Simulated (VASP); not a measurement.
Bi2Te3, 5 atoms in the cell. It takes space group R-3m (No. 166, trigonal). Conventional cell: a = 4.401 Å, b = 4.401 Å, c = 30.598 Å, α = 90.00°, β = 90.00°, γ = 120.00°. Within 4.1 Å of Bi (site symmetry 3m) lie 6 Te at 3.08 to 3.26 Å. Te (site symmetry -3m) has 6 Bi at 3.26 Å and 12 Te at 4.40 to 4.56 Å within 4.6 Å. Te (site symmetry 3m) has 3 Bi at 3.08 Å and 3 Te at 3.65 Å within 4.1 Å. 

- Program: VASP 6.6.1
- Task: electric field gradients
- Functional: PBEsol
- Potentials or basis: VASP PAW PBE potentials, release 64 (Bi_d, Te)
- Cutoff: 520 eV
- k mesh: 7 × 7 × 7
- Occupations: fermi-dirac, width 0.08 eV
- Spin: no spin polarisation
- Dipole correction: no
- Further INCAR settings: ALGO = Normal; EDIFF = 1e-08; NBANDS = 32

Potentials or basis: VASP PAW PBE potentials, release 64 (Bi_d, Te).

Command:

```bash
$ cat potpaw_PBE.64/Bi_d/POTCAR potpaw_PBE.64/Te/POTCAR > POTCAR
$ mpirun -np 1 vasp_std > vasp.out
```

Hardware: 1 thread of Intel(R) Xeon(R) Platinum 8259CL CPU @ 2.50GHz (Skylake/Cascade Lake) (shared host).

Task: Estimate the wall time of this run.

Result: Wall time 29 min on 1 thread of Intel(R) Xeon(R) Platinum 8259CL CPU @ 2.50GHz (Skylake/Cascade Lake), with other jobs on the host, peak memory 1 GiB. Counts: scf iterations 17, k points 44.
